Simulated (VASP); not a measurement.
Cr: single point with PBE

The system is Cr.

```
CELL_PARAMETERS angstrom
-1.48445 1.48445 1.48445
1.48445 -1.48445 1.48445
1.48445 1.48445 -1.48445
ATOMIC_POSITIONS crystal
Cr 0.00000 0.00000 0.00000
```

```
Program                : VASP 6.6.1
Task                   : single point
Functional             : PBE
Potentials or basis    : VASP PAW PBE potentials, release 64 (Cr_pv)
Cutoff                 : 520 eV
k mesh                 : 10 × 10 × 10
Occupations            : fermi-dirac, width 0.05 eV
Spin                   : collinear spin, ferromagnetic start
Starting moments       : [4.5] μB
Fixed moment           : 4.5 μB
Dipole correction      : no
Further INCAR settings : ALGO = Normal; EDIFF = 1e-06; NBANDS = 16
```

* Pressure: 72.9 GPa
* Net moment: 4.50 μB per cell
* Site moments: Cr +4.04 μB
* Valence electrons inside the program's atomic spheres: Cr 10.96

It took 20 s on 1 thread of AMD EPYC 7R43 64-Core Processor (Zen 3) (shared host), peak memory 0.1 GiB.

Caveat: the total moment is fixed, so each spin has its own Fermi level.
